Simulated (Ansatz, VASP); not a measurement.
**TiAl: VASP beside Ansatz**

INCAR

```
SYSTEM = TiAl
ALGO     = Fast           ! electronic algorithm
EDIFF    = 1E-6           ! SCF threshold, eV
ENCUT    = 520            ! plane-wave cutoff, eV
GGA      = PS             ! functional
ISIF     = 2              ! what is computed and relaxed
ISMEAR   = 0              ! smearing method
LASPH    = .TRUE.         ! aspherical terms in the spheres
LCHARG   = .FALSE.        ! write CHGCAR
LREAL    = .FALSE.        ! projectors in reciprocal space
LWAVE    = .FALSE.        ! write WAVECAR
NBANDS   = 14             ! bands
NELM     = 100            ! most SCF steps
PREC     = Accurate       ! precision mode
SIGMA    = 0.15           ! smearing width, eV
```

The input KPOINTS:

```
k-points
0
G
  14 14 14
  0 0 0
```

The input POSCAR:

```
TiAl
1.0
    3.2719030624      0.0000000000      0.0000000000
    0.0000000000      3.5032433677      0.0000000000
    0.0000000000      0.0000000000      3.1560751060
Ti Al
1 1
Direct
    0.0000000000      0.0000000000      0.0000000000
    0.5000000000      0.5000000000      0.5000000000
```

Input for Ansatz:

```yaml
crystal:
  lattice:
    - [3.2719030624, 0.0, 0.0]
    - [0.0, 3.5032433677, 0.0]
    - [0.0, 0.0, 3.156075106]
  atoms:
    - { symbol: Ti, position: [0.0, 0.0, 0.0] }
    - { symbol: Al, position: [0.5, 0.5, 0.5] }
basis:
  ecutwfc: 520.0
kpoints:
  mp_grid: { grid: [14, 14, 14] }
hamiltonian:
  xc: pbesol
  pseudopotentials: { kind: paw, azcp: { folder: soft_1 } }
scf:
  occupations: { method: gaussian, width: 0.15 }
output:
  forces: true
  stress: true
  eigenvalues: true
```

Change from the starting cell: normal strain along x +0.0367, normal strain along y +0.1100.

Alike in both runs: task single point; functional PBEsol; k mesh 14 × 14 × 14; occupations gaussian, width 0.15 eV; no spin polarisation.

|  | VASP | Ansatz |
| --- | --- | --- |
| version | VASP 6.6.1 | Ansatz 0.2.0 |
| potentials or method | VASP PAW PBE potentials, release 64 (Ti_sv, Al), cutoff 520 eV | scalar-relativistic, plane waves, PAW |
| valence electrons in the cell | 15 | 15 |

```csv
,VASP,Ansatz,Ansatz less VASP
gap on the k mesh at the Fermi level (eV),none,none,-
pressure (GPa),-12.4,-12.5,-0.05
"traceless stress, the component that is largest in VASP (GPa)",3.69,3.70,+0.006
```

VASP's potentials were made for PBE, not for PBEsol, and Ansatz warns of the same on its side. A gap of «none» marks a metal or a gap that the smearing closes.
